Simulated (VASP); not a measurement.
Te, 1 atom in the cell. Symmetry: P6/mmm, No. 191, hexagonal system. Conventional cell: a = 3.087 Å, b = 3.087 Å, c = 2.908 Å, α = 90.00°, β = 90.00°, γ = 120.00°. Within 3.8 Å of Te (site symmetry 6/mmm) lie 8 Te at 2.91 to 3.09 Å. This isn't the form of Te at room conditions, which is trigonal, of chains.

```yaml
Program: VASP 6.6.1
Task: relaxation of cell and atoms
Functional: PBEsol
Potentials_or_basis: VASP PAW PBE potentials, release 64 (Te)
Cutoff: 600 eV
k_mesh: 14 × 14 × 13
Occupations: fermi-dirac, width 0.1 eV
Spin: no spin polarisation
Target_pressure: 20 GPa
Dipole_correction: no
Further_INCAR_settings: ALGO = Normal; EDIFF = 1e-07; IBRION = 2; EDIFFG = -0.005; NSW = 32; ISIF = 3
```

Potentials or basis: VASP PAW PBE potentials, release 64 (Te).

Run with:

```console
$ cat potpaw_PBE.64/Te/POTCAR > POTCAR
$ mpirun -np 1 vasp_std > vasp.out
```

Hardware: 1 thread of Oxide Virtual Turin-like Processor, on a shared host.

Estimate the wall time of this run.

Wall time 69 s on 1 thread of Oxide Virtual Turin-like Processor, on a shared host, peak memory 0.15 GiB. Counts: scf iterations 22, k points 168, ion steps 3.
